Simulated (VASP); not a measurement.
Input of a VASP 6.6.1 run:

File POSCAR:

```
HgSe
1.0
    0.0000000000      3.0261727945      3.0926650940
    3.0261727945      0.0000000000      3.0926650940
    3.0261727945      3.0261727945      0.0000000000
Hg Se
1 1
Direct
    0.0000000000      0.0000000000      0.0000000000
    0.2500000000      0.2500000000      0.2500000000
```

INCAR.step1

```
SYSTEM = HgSe
PREC = Accurate
ENCUT = 550
ISMEAR = -1
SIGMA = 0.02
LREAL = .False.
LASPH = .True.
NELM = 120
NBANDS = 16
GGA = PE
ALGO = Normal
EDIFF = 1E-5
LWAVE = .True.
LCHARG = .False.
GGA_COMPAT = .False.
```

Contents of INCAR.step2:

```
SYSTEM = HgSe
PREC = Accurate
ENCUT = 550
EDIFF = 1E-6
ISMEAR = -1
SIGMA = 0.02
LREAL = .False.
LASPH = .True.
NELM = 120
ALGO = Normal
ISIF = 2
LWAVE = .False.
LCHARG = .False.
METAGGA = R2SCAN
LMIXTAU = .True.
NBANDS = 16
ISTART = 1
GGA_COMPAT = .False.
```

The input KPOINTS:

```
Automatic mesh
0
Gamma
  8 8 8
  0 0 0
```

Potentials or basis: VASP PAW PBE potentials, release 64 (Hg, Se).

Launch:

```bash
$ cat potpaw_PBE.64/Hg/POTCAR potpaw_PBE.64/Se/POTCAR > POTCAR
$ cp INCAR.step1 INCAR
$ mpirun -np 1 vasp_std > vasp.out
$ cp INCAR.step2 INCAR
$ mpirun -np 1 vasp_std > vasp.out
```

**Question.** What does it give for the band gap on the k mesh?

**Answer.** Zero (filled and empty bands touch).

**Question.** What does it give for the pressure?

**Answer.** 2.6 GPa.

Stress tensor (GPa, compression positive):
```
2.70 0.00 0.00
0.00 2.70 0.00
0.00 0.00 2.45
```

Caveat: the cell differs from its parent crystal (biaxial xy strain -2.1%); the PAW data sets were made with another functional, which shifts forces and pressure a little; spin-orbit coupling is left out, which moves the levels of the heavy elements.
